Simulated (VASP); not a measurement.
The system is C.

```xyz
12
Lattice="4.4687 0.0000 0.0000 0.0000 3.2810 0.0000 0.0000 0.0000 4.5864" Properties=species:S:1:pos:R:3 pbc="T T T"
C     1.3235    0.2638    0.2990
C     3.1452    3.0172    2.5922
C     3.5578    3.0172    0.2990
C     0.9109    0.2638    2.5922
C     4.4633    2.4301    2.8616
C     0.0054    0.8509    0.5684
C     2.2290    0.8509    2.8616
C     2.2398    2.4301    0.5684
C     2.1230    1.2603    4.2666
C     2.3457    2.0207    1.9734
C     4.3573    2.0207    4.2666
C     0.1114    1.2603    1.9734
```

The cell was generated, and may not be a known phase.

| Property | Result |
| --- | --- |
| Program | VASP 6.6.1 |
| Task | relaxation of cell and atoms |
| Functional | PBE |
| Potentials or basis | VASP PAW PBE potentials, release 64 (C) |
| Cutoff | 600 eV |
| k mesh | 4 × 6 × 4 |
| Occupations | gaussian, width 0.1 eV |
| Spin | no spin polarisation |

At the start: pressure 70.1 GPa; volume 5.60 Å³/atom.

**Question.** How do energy, volume and symmetry change on relaxing?

**Answer.** Over 40 steps the energy falls by 774.8 meV/atom and the volume is 6.16 Å³/atom (+9.8 %); space group Pca2_1 (No. 29, to 0.1 Å) before, Cmme (No. 67, to 0.1 Å).

The path:
| step | energy change (eV) | largest force (eV/Å) | pressure (GPa) | volume (Å³) |
| --- | --- | --- | --- | --- |
| 1 | 0.0000 | 0.7469 | 70.09 | 67.25 |
| 2 | 0.4137 | 2.1499 | -43.93 | 94.03 |
| 3 | -2.1717 | 1.2937 | -1.38 | 78.65 |
| 4 | -2.1741 | 1.2645 | 0.14 | 78.30 |
| 5 | -2.2713 | 1.2176 | -0.10 | 79.79 |
| 6 | -2.3339 | 0.4606 | -0.46 | 79.23 |
| 7 | -2.4378 | 0.6901 | -0.70 | 79.32 |
| 8 | -2.7889 | 1.4356 | -2.31 | 79.51 |
| 9 | -2.8376 | 3.3367 | -6.53 | 79.44 |
| 10 | -2.9674 | 2.2716 | -4.07 | 79.56 |
| 11 | -2.9932 | 2.8454 | -5.39 | 79.53 |
| 12 | -3.0023 | 2.6137 | -4.84 | 79.55 |
| 13 | -3.0067 | 2.6248 | -4.90 | 79.55 |
| 14 | -3.0194 | 2.6571 | -5.08 | 79.56 |
| 15 | -3.0423 | 2.7198 | -5.45 | 79.57 |
| 16 | -3.0783 | 2.8554 | -6.19 | 79.60 |
| 17 | -3.1071 | 3.1072 | -7.59 | 79.64 |
| 18 | -3.1631 | 3.1005 | -7.80 | 79.62 |
| 19 | -3.3283 | 3.0792 | -8.43 | 79.56 |
| 20 | -3.6427 | 3.0198 | -9.62 | 79.43 |
| 21 | -4.1991 | 2.9606 | -11.76 | 79.15 |
| 22 | -4.9351 | 2.8877 | -14.60 | 78.51 |
| 23 | -4.5912 | 3.1646 | -13.47 | 76.90 |
| 24 | -5.0968 | 2.8805 | -15.21 | 77.97 |
| 25 | -5.8465 | 2.8881 | -13.73 | 77.20 |
| 26 | -7.5820 | 2.3659 | -6.13 | 74.83 |
| 27 | -5.9844 | 4.6333 | 34.43 | 69.94 |
| 28 | -7.9456 | 1.8694 | 0.52 | 73.59 |
| 29 | -8.0030 | 1.7911 | 5.18 | 72.87 |
| 30 | -8.6131 | 1.2468 | 3.69 | 72.96 |
| 31 | -9.0200 | 1.4626 | 3.30 | 73.05 |
| 32 | -9.2117 | 0.6876 | 1.41 | 73.43 |
| 33 | -9.2401 | 0.4111 | 0.63 | 73.64 |
| 34 | -9.2598 | 0.2934 | 0.49 | 73.74 |
| 35 | -9.2666 | 0.3029 | 0.40 | 73.84 |
| 36 | -9.2775 | 0.2508 | -0.26 | 73.96 |
| 37 | -9.2852 | 0.2427 | -1.40 | 74.16 |
| 38 | -9.2938 | 0.1172 | -0.31 | 73.97 |
| 39 | -9.2955 | 0.1546 | 0.42 | 73.84 |
| 40 | -9.2979 | 0.0398 | 0.15 | 73.86 |

Final structure:
```
CELL_PARAMETERS angstrom
4.54843 0.00000 0.00000
0.00000 3.01789 0.00000
0.00000 0.00000 5.38101
ATOMIC_POSITIONS crystal
C 0.25000 0.99995 0.03980
C 0.75000 0.00005 0.53980
C 0.75000 0.00005 0.03980
C 0.25000 0.99995 0.53980
C 0.99993 0.70575 0.64364
C 0.00007 0.29425 0.14364
C 0.49993 0.29425 0.64364
C 0.50007 0.70575 0.14364
C 0.50020 0.29414 0.93595
C 0.49980 0.70586 0.43595
C 0.00020 0.70586 0.93595
C 0.99980 0.29414 0.43595
```

Caveat: a cell axis changed by over 15 % at a fixed basis, so the end point is rough; this functional lacks dispersion, which binds layers or chains, so the pressure and a relaxed spacing across them are unreliable.
